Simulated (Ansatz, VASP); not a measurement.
Two plane-wave programs on AlN

```
Al N
1.0
     0.00000    1.96900    1.96900
     1.96900    0.00000    1.96900
     1.96900    1.96900    0.00000
Al N
1 1
Direct
  0.00000 0.00000 0.00000
  0.50000 0.50000 0.50000
```

Alike in both runs: task relaxation of cell and atoms; functional PBE; k mesh 8 × 8 × 8; occupations gaussian, width 0.1 eV; no spin polarisation.

|  | VASP | Ansatz |
| --- | --- | --- |
| version | VASP 6.6.1 | Ansatz 0.2.0 |
| potentials or method | VASP PAW PBE potentials, release 64 (Al, N), cutoff 600 eV | scalar-relativistic, plane waves, PAW |
| valence electrons in the cell | 8 | 8 |

Ansatz gave:

| Quantity | Value |
| --- | --- |
| gap on the k mesh at the Fermi level, each at its own relaxed structure (eV) | 4.44 |
| relaxed volume (Å³/atom) | 8.43 |
| relaxed cell length with the largest relative difference (Å) | 2.878 |

Q: Estimate VASP's values.

A: gap on the k mesh at the Fermi level, each at its own relaxed structure (eV): 4.41; relaxed volume (Å³/atom): 8.43; relaxed cell length with the largest relative difference (Å): 2.879.
